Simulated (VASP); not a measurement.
Input of a VASP 6.6.1 run:

Contents of INCAR:

```
PREC     = Accurate       # precision mode
ENCUT    = 520            # plane-wave cutoff, eV
EDIFF    = 1E-7           # SCF threshold, eV
ISMEAR   = 0              # smearing method
SIGMA    = 0.15           # smearing width, eV
LREAL    = False          # projectors in reciprocal space
LASPH    = True           # aspherical terms in the spheres
NELM     = 80             # most SCF steps
ALGO     = Normal         # electronic algorithm
ISIF     = 2              # what is computed and relaxed
LWAVE    = False          # write WAVECAR
LCHARG   = True           # write CHGCAR
GGA      = PS             # functional
LELF     = True           # ELF
LVHAR    = True         
NBANDS   = 15             # bands
```

The input KPOINTS:

```
Automatic mesh
0
Gamma
  18 18 18
```

POSCAR

```
TiC
1.0
    0.0000000000      2.1640000000      2.1640000000
    2.1640000000      0.0000000000      2.1640000000
    2.1640000000      2.1640000000      0.0000000000
Ti C
1 1
Direct
    0.0000000000      0.0000000000      0.0000000000
    0.4768946396      0.4768946396      0.4904294463
```

Potentials or basis: VASP PAW PBE potentials, release 64 (Ti_sv, C).

The run is started by

```console
$ cat potpaw_PBE.64/Ti_sv/POTCAR potpaw_PBE.64/C/POTCAR > POTCAR
$ mpirun -np 1 vasp_std > vasp.out
```

Task: Predict the band gap on the k mesh.

Result: Zero (bands 8 and 9 overlap by 0.50 eV).

Task: Predict the pressure.

Result: -3.5 GPa.

Task: Estimate the largest force.

Result: 1.200 eV/Å.

Stress tensor (GPa, compression positive):
```
-4.01 -0.96 -1.32
-0.96 -4.01 -1.32
-1.32 -1.32 -2.60
```

Caveat: the cell differs from its parent crystal (atom 2 (C) moved by (-0.100, -0.100) A along [1 1 0] and z); the cell stands under tension; the PAW data sets were made with another functional, which shifts forces and pressure a little.
